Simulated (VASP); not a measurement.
# Ni in VASP: a series of runs

The runs below take Ni through single point, with PBE.

All numbers are computed with VASP 6.6.1; they aren't measurements. Logs are shortened: lines on timing, memory, paths and dates and some standing lists are left out, and cuts for length are marked.

## Step 1: The cell of the first run

The cell holds a wire with vacuum, 1 atom: a = 9.000 Å, b = 9.300 Å, c = 2.175 Å, α = 90.00°, β = 90.00°, γ = 90.00°.

## Step 2: Single point, PBE, collinear spin, ferromagnetic start

The input, INCAR:

```
ALGO     = Normal         # electronic algorithm
EDIFF    = 1E-6           # SCF threshold, eV
ENCUT    = 520            # plane-wave cutoff, eV
GGA      = PE             # functional
ISIF     = 2              # what is computed and relaxed
ISMEAR   = 0              # smearing method
ISPIN    = 2              # spin polarisation
LASPH    = T              # aspherical terms in the spheres
LCHARG   = F              # write CHGCAR
LMAXMIX  = 4              # l up to which the mixer works
LORBIT   = 11             # projections on sites
LREAL    = F              # projectors in reciprocal space
LWAVE    = F              # write WAVECAR
MAGMOM   = 1.5            # initial moments
NBANDS   = 15             # bands
NELM     = 150            # most SCF steps
PREC     = Accurate       # precision mode
SIGMA    = 0.05           # smearing width, eV
```

The input, KPOINTS:

```
k-points
0
Gamma
  1 1 29
```

The input, POSCAR:

```
Ni
1.0
    9.0000000000      0.0000000000      0.0000000000
    0.0000000000      9.3000000000      0.0000000000
    0.0000000000      0.0000000000      2.1747503627
Ni
1
Direct
    0.5000000000      0.5000000000      0.0000000000
```

Potentials or basis: VASP PAW PBE potentials, release 64 (Ni).

Run with:

```console
$ cat potpaw_PBE.64/Ni/POTCAR > POTCAR
$ mpirun -np 1 vasp_std > vasp.out
```

OUTCAR:

```text
EDIFF = 1E-6
   ENCUT = 520
   GGA = PE
   ISIF = 2
   ISMEAR = 0
   ISPIN = 2
   LASPH = T
   LORBIT = 11
   LREAL = F
   NELM = 150
   PREC = Accurate

 ion  position               nearest neighbor table
   1  0.500  0.500  0.000-

  LATTYP: Found a simple orthorhombic cell.
 ALAT       =     2.1747503627
 B/A-ratio  =     4.1384060232
 C/A-ratio  =     4.2763528907

  Lattice vectors:

 A1 = (   0.0000000000,   0.0000000000,   2.1747503627)
 A2 = (   9.0000000000,   0.0000000000,   0.0000000000)
 A3 = (   0.0000000000,   9.3000000000,   0.0000000000)

Analysis of symmetry for initial positions (statically):
=====================================================================
 Subroutine PRICEL returns:
 Original cell was already a primitive cell.

 Routine SETGRP: Setting up the symmetry group for a
 simple orthorhombic supercell.

 Subroutine GETGRP returns: Found  8 space group operations
 (whereof  8 operations were pure point group operations)
 out of a pool of  8 trial point group operations.

The static configuration has the point symmetry D_2h.

Analysis of symmetry for dynamics (positions and initial velocities):
=====================================================================
 Subroutine PRICEL returns:
 Original cell was already a primitive cell.

 Routine SETGRP: Setting up the symmetry group for a
 simple orthorhombic supercell.

 Subroutine GETGRP returns: Found  8 space group operations
 (whereof  8 operations were pure point group operations)
 out of a pool of  8 trial point group operations.

The dynamic configuration has the point symmetry D_2h.

Analysis of structural, dynamic, and magnetic symmetry:
=====================================================================
 Subroutine PRICEL returns:
 Original cell was already a primitive cell.

 Routine SETGRP: Setting up the symmetry group for a
 simple orthorhombic supercell.

 Subroutine GETGRP returns: Found  8 space group operations
 (whereof  8 operations were pure point group operations)
 out of a pool of  8 trial point group operations.

The overall configuration has the point symmetry D_2h.

 Subroutine INISYM returns: Found  8 space group operations
 (whereof  8 operations are pure point group operations),
 and found     1 'primitive' translations

----------------------------------------------------------------------------------------

                                     Primitive cell

  volume of cell :     182.0266

  direct lattice vectors                    reciprocal lattice vectors
     9.000000000  0.000000000  0.000000000     0.111111111  0.000000000  0.000000000
[... 119 lines left out ...]
  free energy    TOTEN  =        -2.69497489 eV

  energy without entropy =       -2.68853299  energy(sigma->0) =       -2.69175394

 E-fermi :  -4.1429     XC(G=0):  -2.2342

 val. band max:       -4.1807862741   @ k =   0.0000   0.0000   0.3793
 cond. band min:      -4.1407216013   @ k =   0.0000   0.0000   0.4138
 fundamental gap:      0.0400646727
 Fermi energy:        -4.1429228317

 spin component 1

 k-point     1 :       0.0000    0.0000    0.0000
  band No.  band energies     occupation
      1      -8.5069      1.00000
      2      -5.9125      1.00000
      3      -5.6837      1.00000
      4      -5.6835      1.00000
      5      -4.7786      1.00000
      6      -4.7785      1.00000
      7      -1.6221      0.00000
      8      -1.6099      0.00000
      9       0.4000      0.00000
     10       1.4026      0.00000
     11       2.5489      0.00000
     12       2.6006      0.00000
     13       2.6467      0.00000
     14       3.0431      0.00000
[... 238 lines left out ...]
      1      -7.0390      1.00000
      2      -7.0390      1.00000
      3      -5.1425      1.00000
      4      -5.1425      1.00000
      5      -4.8816      1.00000
      6       0.1089      0.00000
      7       3.8557      0.00000
      8       6.0155      0.00000
      9       6.0286      0.00000
     10       7.7605      0.00000
     11       7.9093      0.00000
     12       7.9444      0.00000
     13       8.7304      0.00000
     14       8.9002      0.00000
     15       9.8192      0.00000
 Fermi energy:        -4.1429228317

 spin component 2

 k-point     1 :       0.0000    0.0000    0.0000
  band No.  band energies     occupation
      1      -7.8837      1.00000
      2      -5.2771      1.00000
      3      -4.7100      1.00000
      4      -4.7095      1.00000
      5      -3.4936      0.00000
      6      -3.4936      0.00000
      7      -1.5162      0.00000
      8      -1.5027      0.00000
      9       0.3815      0.00000
     10       1.3879      0.00000
     11       2.5151      0.00000
     12       2.6098      0.00000
     13       2.6213      0.00000
     14       2.9905      0.00000
[... 239 lines left out ...]
      2      -5.9807      1.00000
      3      -4.0986      0.10511
      4      -4.0986      0.10489
      5      -3.6584      0.00000
      6       0.2293      0.00000
      7       4.2817      0.00000
      8       6.2131      0.00000
      9       6.2285      0.00000
     10       7.7334      0.00000
     11       7.9954      0.00000
     12       8.0335      0.00000
     13       8.7045      0.00000
     14       8.8768      0.00000
     15       9.8070      0.00000

------------------------ aborting loop because EDIFF is reached ----------------------------------------

  FORCE on cell =-STRESS in cart. coord.  units (eV):
  Direction    XX          YY          ZZ          XY          YZ          ZX
  --------------------------------------------------------------------------------------
  -------------------------------------------------------------------------------------
  Total       -0.0159836     -0.0106447      0.0295738      0.0000000      0.0000000      0.0000000
  in kB       -0.1406855     -0.0936933      0.2603056      0.0000000      0.0000000      0.0000000
  external PRESSURE =       0.0086423 kB  Pullay stress =       0.0000000 kB

 VOLUME and BASIS-vectors are now :
 -----------------------------------------------------------------------------
  energy-cutoff  :      520.00
  volume of cell :      182.03
      direct lattice vectors                 reciprocal lattice vectors
     9.000000000  0.000000000  0.000000000     0.111111111  0.000000000  0.000000000
     0.000000000  9.300000000  0.000000000     0.000000000  0.107526882  0.000000000
     0.000000000  0.000000000  2.174750363     0.000000000  0.000000000  0.459822891

 POSITION                                       TOTAL-FORCE (eV/Angst)
 -----------------------------------------------------------------------------------
      4.50000      4.65000      0.00000         0.000000      0.000000      0.000000
 -----------------------------------------------------------------------------------
    total drift:                                0.000000      0.000000      0.000000

  FREE ENERGIE OF THE ION-ELECTRON SYSTEM (eV)
  ---------------------------------------------------
  free  energy   TOTEN  =        -2.6949748882 eV

  energy  without entropy=       -2.6885329858  energy(sigma->0) =       -2.69175394

 total charge

# of ion       s       p       d       tot
------------------------------------------
    1        0.549   0.148   8.315   9.011

 magnetization (x)

# of ion       s       p       d       tot
------------------------------------------
    1        0.040   0.000   1.099   1.139
```

OSZICAR:

```text
N       E                     dE             d eps       ncg     rms          rms(c)
DAV:   1     0.430132991634E+02    0.43013E+02   -0.31052E+03   900   0.444E+02
DAV:   2    -0.166307074483E+01   -0.44676E+02   -0.39337E+02  1075   0.108E+02
[... 17 lines left out ...]
DAV:  20    -0.269495349957E+01   -0.92314E-05   -0.12151E-05   900   0.227E-02    0.190E-03
DAV:  21    -0.269496326113E+01   -0.97616E-05   -0.36276E-06   914   0.140E-02    0.123E-03
DAV:  22    -0.269496924148E+01   -0.59804E-05   -0.15517E-06   900   0.877E-03    0.788E-04
DAV:  23    -0.269497290346E+01   -0.36620E-05   -0.69291E-07   900   0.580E-03    0.581E-04
DAV:  24    -0.269497465532E+01   -0.17519E-05   -0.23924E-07   921   0.359E-03    0.351E-04
DAV:  25    -0.269497488816E+01   -0.23285E-06   -0.52388E-08   921   0.146E-03
   1 F= -.26949749E+01 E0= -.26917539E+01  d E =-.644190E-02  mag=     1.1708
```

Run time: 48 s. Hardware: 1 thread of Intel Xeon 6975P-C (Granite Rapids), shared host; peak memory 0.34 GiB.

Results:

```yaml
Free_energy: -2.6950 eV
Net_moment: 1.17 μB per cell
Site_moments: Ni +1.14 μB
Valence_electrons_inside_the_program's_atomic_spheres: Ni 9.01
```

Levels at points of the mesh, in eV from the Fermi level:
Spin up:
| k point | band 2 | band 3 | band 4 | band 5 | band 6 | band 7 | band 8 | band 9 | band 10 | band 11 |
| --- | --- | --- | --- | --- | --- | --- | --- | --- | --- | --- |
| (0.00, 0.00, 0.00) | -1.77 | -1.54 | -1.54 | -0.64 | -0.64 | 2.52 | 2.53 | 4.54 | 5.55 | 6.69 |
Spin down:
| k point | band 1 | band 2 | band 3 | band 4 | band 5 | band 6 | band 7 | band 8 |
| --- | --- | --- | --- | --- | --- | --- | --- | --- |
| (0.00, 0.00, 0.00) | -3.74 | -1.13 | -0.57 | -0.57 | 0.65 | 0.65 | 2.63 | 2.64 |

## Step 3: Single point, PBE, collinear spin, ferromagnetic start

This run uses another cell than the first one, of 187.42 Å³/atom, 1.030 times its volume.

The input, INCAR:

```
SYSTEM = Ni
ALGO = Normal
EDIFF = 1E-6
ENCUT = 520
GGA = PE
ISIF = 2
ISMEAR = 0
ISPIN = 2
LASPH = .TRUE.
LCHARG = .TRUE.
LELF = .TRUE.
LMAXMIX = 4
LORBIT = 11
LREAL = .FALSE.
LVHAR = .TRUE.
LWAVE = .FALSE.
MAGMOM = 1.5
NBANDS = 15
NELM = 150
PREC = Accurate
SIGMA = 0.05
```

The input, KPOINTS:

```
k-points
0
G
  1 1 29
  0 0 0
```

Edit POSCAR of step 2 so:

```diff
@@ -4,3 +4,3 @@
     0.0000000000      9.3000000000      0.0000000000
-    0.0000000000      0.0000000000      2.1747503627
+    0.0000000000      0.0000000000      2.2391441171
 Ni
```

Potentials or basis: VASP PAW PBE potentials, release 64 (Ni).

Run with:

```console
$ cat potpaw_PBE.64/Ni/POTCAR > POTCAR
$ mpirun -np 1 vasp_std > vasp.out
```

OUTCAR:

```text
SYSTEM = Ni
   EDIFF = 1E-6
   ENCUT = 520
   GGA = PE
   ISIF = 2
   ISMEAR = 0
   ISPIN = 2
   LASPH = .TRUE.
   LORBIT = 11
   LREAL = .FALSE.
   NELM = 150
   PREC = Accurate

 ion  position               nearest neighbor table
   1  0.500  0.500  0.000-

  LATTYP: Found a simple orthorhombic cell.
 ALAT       =     2.2391441171
 B/A-ratio  =     4.0193929150
 C/A-ratio  =     4.1533726789

  Lattice vectors:

 A1 = (   0.0000000000,   0.0000000000,   2.2391441171)
 A2 = (   9.0000000000,   0.0000000000,   0.0000000000)
 A3 = (   0.0000000000,   9.3000000000,   0.0000000000)

Analysis of symmetry for initial positions (statically):
=====================================================================
 Subroutine PRICEL returns:
 Original cell was already a primitive cell.

 Routine SETGRP: Setting up the symmetry group for a
 simple orthorhombic supercell.

 Subroutine GETGRP returns: Found  8 space group operations
 (whereof  8 operations were pure point group operations)
 out of a pool of  8 trial point group operations.

The static configuration has the point symmetry D_2h.

Analysis of symmetry for dynamics (positions and initial velocities):
=====================================================================
 Subroutine PRICEL returns:
 Original cell was already a primitive cell.

 Routine SETGRP: Setting up the symmetry group for a
 simple orthorhombic supercell.

 Subroutine GETGRP returns: Found  8 space group operations
 (whereof  8 operations were pure point group operations)
 out of a pool of  8 trial point group operations.

The dynamic configuration has the point symmetry D_2h.

Analysis of structural, dynamic, and magnetic symmetry:
=====================================================================
 Subroutine PRICEL returns:
 Original cell was already a primitive cell.

 Routine SETGRP: Setting up the symmetry group for a
 simple orthorhombic supercell.

 Subroutine GETGRP returns: Found  8 space group operations
 (whereof  8 operations were pure point group operations)
 out of a pool of  8 trial point group operations.

The overall configuration has the point symmetry D_2h.

 Subroutine INISYM returns: Found  8 space group operations
 (whereof  8 operations are pure point group operations),
 and found     1 'primitive' translations

----------------------------------------------------------------------------------------

                                     Primitive cell

  volume of cell :     187.4164

  direct lattice vectors                    reciprocal lattice vectors
     9.000000000  0.000000000  0.000000000     0.111111111  0.000000000  0.000000000
     0.000000000  9.300000000  0.000000000     0.000000000  0.107526882  0.000000000
     0.000000000  0.000000000  2.239144117     0.000000000  0.000000000  0.446599213

  length of vectors
     9.000000000  9.300000000  2.239144117     0.111111111  0.107526882  0.446599213

  position of ions in fractional coordinates (direct lattice)
     0.500000000  0.500000000  0.000000000

  ion indices of the primitive-cell ions
   primitive index   ion index
                 1           1

----------------------------------------------------------------------------------------
[... 72 lines left out ...]
   NUPDOWN=      -1.0000    fix difference up-down
   EMIN   =  10.00;   EMAX   =-10.00  energy-range for DOS
   EFERMI =   0.00;   METHOD = LEGACY
   ISMEAR =     0;   SIGMA  =   0.05  broadening in eV -4-tet -1-fermi 0-gaus
   EFERMI_NEDOS =   21; number of points for ismear=-14 and -15
   IALGO  =     38    algorithm
   IMIX   =      4    mixing-type and parameters
     AMIX     =   0.40;   BMIX     =  1.00
     AMIX_MAG =   1.60;   BMIX_MAG =  1.00
  volume/ion in A,a.u.               =     187.42      1264.75
  Fermi-wavevector in a.u.,A,eV,Ry     =   0.616319  1.164674  5.168163  0.379849
  Thomas-Fermi vector in A             =   1.674005
   LORBIT       =     11    0 simple, 1 ext, 2 COOP (PROOUT), +10 PAW based schemes
   GGA     = PE    functional components
   LHFCALC =     F    Hartree Fock is set to
   AEXX    =    0.0000 exact exchange contribution
   IVDW    =     0    specifies the selected vdW correction
   LEPSILON=     F    determine dielectric tensor
   LRPA    =     F    only Hartree local field effects (RPA)
 spin polarized calculation
 Gauss-broadening in eV      SIGMA  =   0.05
  energy-cutoff  :      520.00
  volume of cell :      187.42
 maximum number of plane-waves:      5078
 NGX is ok and might be reduce to    70
   NGX = 33   NGY = 35   NGZ =  9

 number of electron      10.0000000 magnetization       1.5000000

 number of electron       9.9999996 magnetization       1.1724207

 Free energy of the ion-electron system (eV)
  ---------------------------------------------------
  ext. energy  EPLUGINS =         0.00000000
  ---------------------------------------------------
  free energy    TOTEN  =        -2.68022813 eV

  energy without entropy =       -2.67308927  energy(sigma->0) =       -2.67665870

 E-fermi :  -4.1344     XC(G=0):  -2.2208

 val. band max:       -4.1670274342   @ k =   0.0000   0.0000   0.3793
 cond. band min:      -4.1323311838   @ k =   0.0000   0.0000   0.4138
 fundamental gap:      0.0346962504
 Fermi energy:        -4.1343846044

 spin component 1

 k-point     1 :       0.0000    0.0000    0.0000
  band No.  band energies     occupation
      1      -8.2432      1.00000
      2      -5.8180      1.00000
      3      -5.6005      1.00000
      4      -5.6002      1.00000
      5      -4.8528      1.00000
      6      -4.8527      1.00000
      7      -1.5686      0.00000
      8      -1.5557      0.00000
      9       0.3760      0.00000
     10       1.3787      0.00000
     11       2.5333      0.00000
     12       2.5844      0.00000
     13       2.6301      0.00000
     14       3.0170      0.00000
[... 238 lines left out ...]
      1      -6.8317      1.00000
      2      -6.8316      1.00000
      3      -5.1339      1.00000
      4      -5.1339      1.00000
      5      -4.9550      1.00000
      6      -0.1590      0.00000
      7       3.2697      0.00000
      8       5.5953      0.00000
      9       5.6086      0.00000
     10       7.3114      0.00000
     11       7.4679      0.00000
     12       7.5044      0.00000
     13       8.2919      0.00000
     14       8.3905      0.00000
     15       9.3204      0.00000
 Fermi energy:        -4.1343846044

 spin component 2

 k-point     1 :       0.0000    0.0000    0.0000
  band No.  band energies     occupation
      1      -7.6473      1.00000
      2      -5.1518      1.00000
      3      -4.6266      1.00000
      4      -4.6261      1.00000
      5      -3.5744      0.00000
      6      -3.5743      0.00000
      7      -1.4659      0.00000
      8      -1.4517      0.00000
      9       0.3595      0.00000
     10       1.3644      0.00000
     11       2.5016      0.00000
     12       2.5946      0.00000
     13       2.6044      0.00000
     14       2.9674      0.00000
[... 239 lines left out ...]
      2      -5.7676      1.00000
      3      -4.0959      0.13814
      4      -4.0959      0.13799
      5      -3.7322      0.00000
      6      -0.0505      0.00000
      7       3.6956      0.00000
      8       5.7923      0.00000
      9       5.8080      0.00000
     10       7.2839      0.00000
     11       7.5503      0.00000
     12       7.5898      0.00000
     13       8.2666      0.00000
     14       8.3682      0.00000
     15       9.2957      0.00000

------------------------ aborting loop because EDIFF is reached ----------------------------------------

  FORCE on cell =-STRESS in cart. coord.  units (eV):
  Direction    XX          YY          ZZ          XY          YZ          ZX
  --------------------------------------------------------------------------------------
  -------------------------------------------------------------------------------------
  Total       -0.0171539     -0.0118140     -1.0013349      0.0000000      0.0000000      0.0000000
  in kB       -0.1466449     -0.1009949     -8.5601705      0.0000000      0.0000000      0.0000000
  external PRESSURE =      -2.9359368 kB  Pullay stress =       0.0000000 kB

 VOLUME and BASIS-vectors are now :
 -----------------------------------------------------------------------------
  energy-cutoff  :      520.00
  volume of cell :      187.42
      direct lattice vectors                 reciprocal lattice vectors
     9.000000000  0.000000000  0.000000000     0.111111111  0.000000000  0.000000000
     0.000000000  9.300000000  0.000000000     0.000000000  0.107526882  0.000000000
     0.000000000  0.000000000  2.239144117     0.000000000  0.000000000  0.446599213

 POSITION                                       TOTAL-FORCE (eV/Angst)
 -----------------------------------------------------------------------------------
      4.50000      4.65000      0.00000         0.000000      0.000000      0.000000
 -----------------------------------------------------------------------------------
    total drift:                                0.000000      0.000000      0.000000

  FREE ENERGIE OF THE ION-ELECTRON SYSTEM (eV)
  ---------------------------------------------------
  free  energy   TOTEN  =        -2.6802281281 eV

  energy  without entropy=       -2.6730892662  energy(sigma->0) =       -2.67665870

 total charge

# of ion       s       p       d       tot
------------------------------------------
    1        0.529   0.129   8.303   8.961

 magnetization (x)

# of ion       s       p       d       tot
------------------------------------------
    1        0.038  -0.001   1.105   1.142
```

It took 64 s on 1 thread of Intel Xeon 6975P-C (Granite Rapids), shared host; peak memory 0.37 GiB.

Results:

* Free energy: -2.6802 eV
* Net moment: 1.17 μB per cell
* Site moments: Ni +1.14 μB
* Valence electrons inside the program's atomic spheres: Ni 8.96
